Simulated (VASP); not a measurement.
The system is CdTeSe4.

```
Cd Te Se
1.0
     0.00000    4.54261    4.54261
     4.54261    0.00000    4.54261
     4.54261    4.54261    0.00000
Cd Te Se
1 1 4
Direct
  0.25000 0.25000 0.25000
  0.00000 0.00000 0.00000
  0.62527 0.62527 0.12418
  0.62527 0.62527 0.62527
  0.12418 0.62527 0.62527
  0.62527 0.12418 0.62527
```

The cell was built from a structure type or drawn by symmetry, and may not be a known phase.

```yaml
Program: VASP 6.6.1
Task: relaxation of cell and atoms
Functional: PBE
Potentials_or_basis: VASP PAW PBE potentials, release 64 (Cd, Te, Se)
Cutoff: 500 eV
k_mesh: 4 × 4 × 4
Occupations: gaussian, width 0.1 eV
Spin: no spin polarisation
```

At the start: pressure -7.3 GPa; volume 31.25 Å³/atom.

Q: Where does the relaxation end?

A: Over 6 steps the energy falls by 218.6 meV/atom and the volume is 24.00 Å³/atom (-23.2 %); space group F-43m (No. 216, to 0.1 Å) before and after.

Step by step:
| step | energy change (eV) | largest force (eV/Å) | pressure (GPa) | volume (Å³) |
| --- | --- | --- | --- | --- |
| 1 | 0.0000 | 0.0041 | -7.30 | 187.48 |
| 2 | -1.2449 | 0.0283 | -2.50 | 151.42 |
| 3 | -1.3105 | 0.0430 | -0.22 | 143.99 |
| 4 | -1.3109 | 0.0449 | 0.07 | 143.20 |
| 5 | -1.3113 | 0.0422 | -0.02 | 143.43 |
| 6 | -1.3118 | 0.0380 | -0.22 | 143.99 |

Final structure:
```xyz
6
Lattice="0.0000 4.1601 4.1601 4.1601 0.0000 4.1601 4.1601 4.1601 0.0000" Properties=species:S:1:pos:R:3 pbc="T T T"
Cd    2.0800    2.0800    2.0800
Te    0.0000    4.1601    4.1601
Se    3.1225    3.1225    5.1977
Se    5.1977    5.1977    5.1977
Se    5.1977    3.1225    3.1225
Se    3.1225    5.1977    3.1225
```

Caveat: the volume moved by over 15 % at a fixed basis, so the end points are rough.
